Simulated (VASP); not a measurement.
Ti: single point with LDA

The system is Ti.

```xyz
2
Lattice="2.7946 0.0000 0.0000 -1.3973 2.4202 0.0000 0.0000 0.0000 4.4422" Properties=species:S:1:pos:R:3 pbc="T T T"
Ti    0.0000    1.6135    1.1106
Ti    1.3973    0.8067    3.3317
```

| Property | Result |
| --- | --- |
| Program | VASP 6.6.1 |
| Task | single point |
| Functional | LDA |
| Potentials or basis | VASP PAW LDA potentials, release 64 (Ti_sv) |
| Cutoff | 520 eV |
| k mesh | 18 × 18 × 10 |
| Occupations | fermi-dirac, width 0.08 eV |
| Spin | no spin polarisation |

- Pressure: 9.8 GPa
- Band gap on the k mesh: zero (band 12 reaches 10.61 eV, above the bottom of band 13 at 9.43 eV)

Levels at points of the mesh, in eV from the Fermi level:
```
           k point  band 9  band 10  band 11  band 12  band 13  band 14  band 15  band 16
(0.00, 0.00, 0.00)   -6.41    -3.04     0.83     0.83     0.96     1.35     1.44     1.44
(0.50, 0.00, 0.00)   -2.62    -2.49    -2.25    -0.31     0.48     0.76     1.39     4.00
(0.00, 0.00, 0.50)   -4.36    -4.36     0.09     0.09     0.72     0.72     0.72     0.72
(0.50, 0.00, 0.50)   -2.94    -2.94    -1.02    -1.02     1.88     1.88     2.01     2.01
```

It took 41 s on 1 thread of Intel(R) Xeon(R) 6975P-C (Granite Rapids) (shared host), peak memory 0.21 GiB.
